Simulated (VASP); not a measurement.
Wanted: the native input for a VASP 6.6.1 run.

| Quantity | Value |
| --- | --- |
| Task | single point |
| Functional | PBE |
| Potentials or basis | VASP PAW PBE potentials, release 64 (Zn, S) |
| Cutoff | 520 eV |
| k mesh | 12 × 12 × 2 |
| Occupations | fermi-dirac, width 0.02 eV |
| Spin | no spin polarisation |
| Dipole correction | no |
| Further INCAR settings | ALGO = Normal; EDIFF = 1e-07; NBANDS = 46 |

The structure of ZnS lies in POSCAR:

```
ZnS
1.0
    3.8461597052      0.0000000000      0.0000000000
   -1.9230798526      3.3308720117      0.0000000000
    0.0000000000      0.0000000000     12.5885466099
Zn S
4 4
Direct
    0.6666666667      0.3333333333      0.7500378013
    0.3333333333      0.6666666667      0.2500378013
    0.0000000000      0.0000000000      0.5000856200
    0.0000000000      0.0000000000      0.0000856200
    0.6666666667      0.3333333333      0.9376118136
    0.3333333333      0.6666666667      0.4376118136
    0.0000000000      0.0000000000      0.6872637651
    0.0000000000      0.0000000000      0.1872637651
```

One way to write it, as run:

INCAR

```
SYSTEM = ZnS
  ALGO = Normal
  EDIFF = 1E-7
  ENCUT = 520
  GGA = PE
  ISIF = 2
  ISMEAR = -1
  LASPH = .TRUE.
  LCHARG = .TRUE.
  LELF = .TRUE.
  LREAL = .FALSE.
  LVHAR = .TRUE.
  LWAVE = .FALSE.
  NBANDS = 46
  NELM = 100
  PREC = Accurate
  SIGMA = 0.02
```

KPOINTS

```
k-points
0
G
  12 12 2
  0 0 0
```

Potentials or basis: VASP PAW PBE potentials, release 64 (Zn, S).

Command:

```bash
$ cat potpaw_PBE.64/Zn/POTCAR potpaw_PBE.64/S/POTCAR > POTCAR
$ mpirun -np 1 vasp_std > vasp.out
```

It gave:

```yaml
Pressure: 0.2 GPa
Band_gap_on_the_k_mesh: 2.05 eV
```

Run time: 4 min on 1 thread of Intel(R) Xeon(R) Platinum 8488C (Sapphire Rapids), with other jobs on the host, peak memory 0.39 GiB.
